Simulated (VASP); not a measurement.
# KBr (Fm-3m) in VASP: notebook

The runs below take KBr through single point, with PBE.

Everything below comes from runs of VASP 6.6.1. Logs are shortened: lines on timing, memory, paths and dates and some standing lists are left out, and cuts for length are marked.

**1. The cell of the first run**

It takes space group Fm-3m (No. 225, cubic). The conventional cell has a = 6.421 Å, b = 6.421 Å, c = 6.421 Å, α = 90.00°, β = 90.00°, γ = 90.00°. Within 4.2 Å of K (site symmetry m-3m) lie 6 Br at 3.21 Å. Br (site symmetry m-3m) has 6 K at 3.21 Å within 4.2 Å.

**2. Single point, PBE (volume scaled by 0.88)**

INCAR

```
  ALGO = Normal
  EDIFF = 1E-6
  ENCUT = 520
  GGA = PE
  ISIF = 2
  ISMEAR = 0
  LASPH = True
  LCHARG = True
  LELF = True
  LREAL = False
  LVHAR = True
  LWAVE = False
  NBANDS = 15
  NELM = 80
  PREC = Accurate
  SIGMA = 0.02
```

KPOINTS

```
k-points
0
Gamma
  6 6 6
```

POSCAR

```
KBr
1.0
    0.0000000000      3.2106807992      3.2106807992
    3.2106807992      0.0000000000      3.2106807992
    3.2106807992      3.2106807992      0.0000000000
K Br
1 1
Direct
    0.0000000000      0.0000000000      0.0000000000
    0.5000000000      0.5000000000      0.5000000000
```

Potentials or basis: VASP PAW PBE potentials, release 64 (K_sv, Br).

Started as:

```bash
$ cat potpaw_PBE.64/K_sv/POTCAR potpaw_PBE.64/Br/POTCAR > POTCAR
$ mpirun -np 1 vasp_std > vasp.out
```

OUTCAR:

```text
EDIFF = 1E-6
   ENCUT = 520
   GGA = PE
   ISIF = 2
   ISMEAR = 0
   LASPH = True
   LREAL = False
   NELM = 80
   PREC = Accurate

 ion  position               nearest neighbor table
   1  0.000  0.000  0.000-   2 3.21   2 3.21   2 3.21   2 3.21   2 3.21   2 3.21
   2  0.500  0.500  0.500-   1 3.21   1 3.21   1 3.21   1 3.21   1 3.21   1 3.21

  LATTYP: Found a face centered cubic cell.
 ALAT       =     6.4213615984

  Lattice vectors:

 A1 = (   0.0000000000,   3.2106807992,   3.2106807992)
 A2 = (   3.2106807992,   0.0000000000,   3.2106807992)
 A3 = (   3.2106807992,   3.2106807992,   0.0000000000)

Analysis of symmetry for initial positions (statically):
=====================================================================
 Subroutine PRICEL returns:
 Original cell was already a primitive cell.

 Routine SETGRP: Setting up the symmetry group for a
 face centered cubic supercell.

 Subroutine GETGRP returns: Found 48 space group operations
 (whereof 48 operations were pure point group operations)
 out of a pool of 48 trial point group operations.

The static configuration has the point symmetry O_h .

Analysis of symmetry for dynamics (positions and initial velocities):
=====================================================================
 Subroutine PRICEL returns:
 Original cell was already a primitive cell.

 Routine SETGRP: Setting up the symmetry group for a
 face centered cubic supercell.

 Subroutine GETGRP returns: Found 48 space group operations
 (whereof 48 operations were pure point group operations)
 out of a pool of 48 trial point group operations.

The dynamic configuration has the point symmetry O_h .

 Subroutine INISYM returns: Found 48 space group operations
 (whereof 48 operations are pure point group operations),
 and found     1 'primitive' translations

----------------------------------------------------------------------------------------

                                     Primitive cell

  volume of cell :      66.1944

  direct lattice vectors                    reciprocal lattice vectors
     0.000000000  3.210680799  3.210680799    -0.155730212  0.155730212  0.155730212
     3.210680799  0.000000000  3.210680799     0.155730212 -0.155730212  0.155730212
     3.210680799  3.210680799  0.000000000     0.155730212  0.155730212 -0.155730212

  length of vectors
     4.540588331  4.540588331  4.540588331     0.269732639  0.269732639  0.269732639

  position of ions in fractional coordinates (direct lattice)
     0.000000000  0.000000000  0.000000000
     0.500000000  0.500000000  0.500000000

  ion indices of the primitive-cell ions
   primitive index   ion index
                 1           1
                 2           2

----------------------------------------------------------------------------------------

 KPOINTS: k-points

Automatic generation of k-mesh.
 Grid dimensions read from file:
 generate k-points for:    6    6    6

 Generating k-lattice:

  Cartesian coordinates                     Fractional coordinates (reciprocal lattice)
    -0.025955035  0.025955035  0.025955035     0.166666667  0.000000000  0.000000000
     0.025955035 -0.025955035  0.025955035     0.000000000  0.166666667  0.000000000
     0.025955035  0.025955035 -0.025955035     0.000000000  0.000000000  0.166666667

  Length of vectors
     0.044955440  0.044955440  0.044955440

  Shift w.r.t. Gamma in fractional coordinates (k-lattice)
     0.000000000  0.000000000  0.000000000

 Subroutine IBZKPT returns following result:
 ===========================================

 Found     16 irreducible k-points:

 Following reciprocal coordinates:
            Coordinates               Weight
  0.000000  0.000000  0.000000      1.000000
  0.166667  0.000000  0.000000      8.000000
  0.333333  0.000000  0.000000      8.000000
  0.500000  0.000000  0.000000      4.000000
  0.166667  0.166667  0.000000      6.000000
  0.333333  0.166667  0.000000     24.000000
[... 8 lines left out ...]
 -0.333333  0.333333  0.166667     24.000000
 -0.333333  0.500000  0.166667     12.000000
   k-points           NKPTS =     16   k-points in BZ     NKDIM =     16   number of bands    NBANDS=     15
   number of dos      NEDOS =    301   number of ions     NIONS =      2
   total plane-waves  NPLWV =  46656
   dimension x,y,z NGX =    36 NGY =   36 NGZ =   36
   dimension x,y,z NGXF=    72 NGYF=   72 NGZF=   72
   ions per type =               1   1
   NGX,Y,Z   is equivalent  to a cutoff of  13.18, 13.18, 13.18 a.u.
   NGXF,Y,Z  is equivalent  to a cutoff of  26.36, 26.36, 26.36 a.u.
 SYSTEM =  unknown system
   PREC   = accura    normal or accurate (medium, high low for compatibility)
   ISTART =      0    job   : 0-new  1-cont  2-samecut
   ICHARG =      2    charge: 1-file 2-atom 10-const
   ISPIN  =      1    spin polarized calculation?
   LNONCOLLINEAR =      F non collinear calculations
   LSORBIT =      F    spin-orbit coupling
   LASPH  =      T    aspherical Exc in radial PAW
   ENCUT  =  520.0 eV  38.22 Ry    6.18 a.u.   8.44  8.44  8.44*2*pi/ulx,y,z
   NELM   =     80;   NELMIN=  2; NELMDL= -5     # of ELM steps
   EDIFF  = 0.1E-05   stopping-criterion for ELM
   LREAL  =      F    real-space projection
   EDIFFG = 0.1E-04   stopping-criterion for IOM
   NSW    =      0    number of steps for IOM
   IBRION =     -1    ionic relax: 0-MD 1-quasi-New 2-CG
   NFREE  =      0    steps in history (QN), initial steepest desc. (CG)
   ISIF   =      2    stress and relaxation
   ISYM   =      2    0-nonsym 1-usesym 2-fastsym
   POTIM  = 0.5000    time-step for ionic-motion
   TEBEG  =    0.0;   TEEND  =   0.0 temperature during run
   PSTRESS=    0.0 pullay stress
   NELECT =      16.0000    total number of electrons
   NUPDOWN=      -1.0000    fix difference up-down
   EMIN   =  10.00;   EMAX   =-10.00  energy-range for DOS
   EFERMI =   0.00;   METHOD = LEGACY
   ISMEAR =     0;   SIGMA  =   0.02  broadening in eV -4-tet -1-fermi 0-gaus
   EFERMI_NEDOS =   21; number of points for ismear=-14 and -15
   IALGO  =     38    algorithm
   IMIX   =      4    mixing-type and parameters
     AMIX     =   0.40;   BMIX     =  1.00
     AMIX_MAG =   1.60;   BMIX_MAG =  1.00
  volume/ion in A,a.u.               =      33.10       223.35
  Fermi-wavevector in a.u.,A,eV,Ry     =   1.019783  1.927110 14.149474  1.039957
  Thomas-Fermi vector in A             =   2.153316
   LORBIT       =      0    0 simple, 1 ext, 2 COOP (PROOUT), +10 PAW based schemes
   GGA     = PE    functional components
   LHFCALC =     F    Hartree Fock is set to
   AEXX    =    0.0000 exact exchange contribution
   IVDW    =     0    specifies the selected vdW correction
   LEPSILON=     F    determine dielectric tensor
   LRPA    =     F    only Hartree local field effects (RPA)
 non-spin polarized calculation
 Gauss-broadening in eV      SIGMA  =   0.02
  energy-cutoff  :      520.00
  volume of cell :       66.19
 maximum number of plane-waves:      1807
 NGX is ok and might be reduce to    36
   NGX = 17   NGY = 17   NGZ = 17

 number of electron      16.0000002 magnetization

 Free energy of the ion-electron system (eV)
  ---------------------------------------------------
  ext. energy  EPLUGINS =         0.00000000
  ---------------------------------------------------
  free energy    TOTEN  =        -6.15993478 eV

  energy without entropy =       -6.15993478  energy(sigma->0) =       -6.15993478

 E-fermi :  -1.1851     XC(G=0):  -7.7058

 val. band max:       -1.3919372833   @ k =   0.0000   0.0000   0.0000
 cond. band min:       3.2745252528   @ k =   0.0000   0.0000   0.0000
 fundamental gap:      4.6664625361
 Fermi energy:        -1.1850648255

 k-point     1 :       0.0000    0.0000    0.0000
  band No.  band energies     occupation
      1     -29.0077      2.00000
      2     -13.7937      2.00000
      3     -12.4920      2.00000
      4     -12.4920      2.00000
      5     -12.4920      2.00000
      6      -1.3919      2.00000
      7      -1.3919      2.00000
      8      -1.3919      2.00000
      9       3.2745      0.00000
     10       6.2156      0.00000
     11       6.2156      0.00000
     12       6.2156      0.00000
     13       7.0928      0.00000
     14       7.0928      0.00000
     15      10.4146      0.00000

 k-point     2 :       0.1667    0.0000    0.0000
  band No.  band energies     occupation
      1     -29.0055      2.00000
      2     -13.8525      2.00000
      3     -12.4937      2.00000
      4     -12.4937      2.00000
      5     -12.4104      2.00000
      6      -1.8136      2.00000
      7      -1.5012      2.00000
      8      -1.5012      2.00000
      9       3.9819      0.00000
     10       6.0974      0.00000
     11       6.5678      0.00000
     12       6.5678      0.00000
     13       7.5038      0.00000
     14       7.5038      0.00000
     15      11.3876      0.00000

 k-point     3 :       0.3333    0.0000    0.0000
  band No.  band energies     occupation
      1     -29.0011      2.00000
      2     -13.9541      2.00000
      3     -12.4970      2.00000
      4     -12.4970      2.00000
      5     -12.2619      2.00000
      6      -2.4692      2.00000
      7      -1.7041      2.00000
      8      -1.7041      2.00000
      9       5.0472      0.00000
     10       6.5317      0.00000
     11       7.5128      0.00000
     12       7.5128      0.00000
     13       8.5349      0.00000
     14       8.5349      0.00000
     15      10.5747      0.00000

 k-point     4 :       0.5000    0.0000    0.0000
  band No.  band energies     occupation
      1     -28.9989      2.00000
      2     -13.9991      2.00000
      3     -12.4986      2.00000
      4     -12.4986      2.00000
      5     -12.1928      2.00000
      6      -2.7433      2.00000
      7      -1.7989      2.00000
      8      -1.7989      2.00000
      9       5.3721      0.00000
     10       7.1416      0.00000
     11       8.5870      0.00000
     12       8.5870      0.00000
     13       8.9443      0.00000
     14       8.9443      0.00000
     15      10.1280      0.00000
[... 163 lines left out ...]
 k-point    14 :       0.5000    0.3333    0.1667
  band No.  band energies     occupation
      1     -28.9984      2.00000
      2     -13.8615      2.00000
      3     -12.5469      2.00000
      4     -12.5212      2.00000
      5     -12.3466      2.00000
      6      -2.3802      2.00000
      7      -1.8136      2.00000
      8      -1.7990      2.00000
      9       5.4480      0.00000
     10       5.9975      0.00000
     11       7.6901      0.00000
     12       8.5191      0.00000
     13       8.6641      0.00000
     14       8.8575      0.00000
     15       9.9930      0.00000

 k-point    15 :      -0.3333    0.3333    0.1667
  band No.  band energies     occupation
      1     -28.9970      2.00000
      2     -13.8463      2.00000
      3     -12.5604      2.00000
      4     -12.5422      2.00000
      5     -12.3410      2.00000
      6      -2.3339      2.00000
      7      -1.9900      2.00000
      8      -1.8556      2.00000
      9       5.9393      0.00000
     10       6.3057      0.00000
     11       7.5097      0.00000
     12       8.0710      0.00000
     13       9.1918      0.00000
     14       9.5826      0.00000
     15      10.0706      0.00000

 k-point    16 :      -0.3333    0.5000    0.1667
  band No.  band energies     occupation
      1     -28.9963      2.00000
      2     -13.7592      2.00000
      3     -12.5999      2.00000
      4     -12.5613      2.00000
      5     -12.4157      2.00000
      6      -2.1788      2.00000
      7      -1.9453      2.00000
      8      -1.8928      2.00000
      9       5.1856      0.00000
     10       6.8683      0.00000
     11       7.1100      0.00000
     12       8.1684      0.00000
     13       8.8434      0.00000
     14       9.6713      0.00000
     15      10.3461      0.00000

------------------------ aborting loop because EDIFF is reached ----------------------------------------

  FORCE on cell =-STRESS in cart. coord.  units (eV):
  Direction    XX          YY          ZZ          XY          YZ          ZX
  --------------------------------------------------------------------------------------
  -------------------------------------------------------------------------------------
  Total        1.0138295      1.0138295      1.0138295     -0.0000000     -0.0000000      0.0000000
  in kB       24.5388451     24.5388451     24.5388451     -0.0000000     -0.0000000      0.0000000
  external PRESSURE =      24.5388451 kB  Pullay stress =       0.0000000 kB

 VOLUME and BASIS-vectors are now :
 -----------------------------------------------------------------------------
  energy-cutoff  :      520.00
  volume of cell :       66.19
      direct lattice vectors                 reciprocal lattice vectors
     0.000000000  3.210680799  3.210680799    -0.155730212  0.155730212  0.155730212
     3.210680799  0.000000000  3.210680799     0.155730212 -0.155730212  0.155730212
     3.210680799  3.210680799  0.000000000     0.155730212  0.155730212 -0.155730212

 POSITION                                       TOTAL-FORCE (eV/Angst)
 -----------------------------------------------------------------------------------
      0.00000      0.00000      0.00000         0.000000     -0.000000      0.000000
      3.21068      3.21068      3.21068        -0.000000      0.000000     -0.000000
 -----------------------------------------------------------------------------------
    total drift:                                0.000000      0.000000      0.000000

  FREE ENERGIE OF THE ION-ELECTRON SYSTEM (eV)
  ---------------------------------------------------
  free  energy   TOTEN  =        -6.1599347781 eV

  energy  without entropy=       -6.1599347781  energy(sigma->0) =       -6.15993478
```

Wall time 13 s (1 thread of Intel Xeon 6975P-C (Granite Rapids), shared host); peak memory 0.2 GiB.

Results:

| Item | Value |
| --- | --- |
| Free energy | -6.1599 eV |
| Pressure | 2.5 GPa |
| Band gap on the k mesh | 4.67 eV, direct |

(Continued in part 2 of 2.)
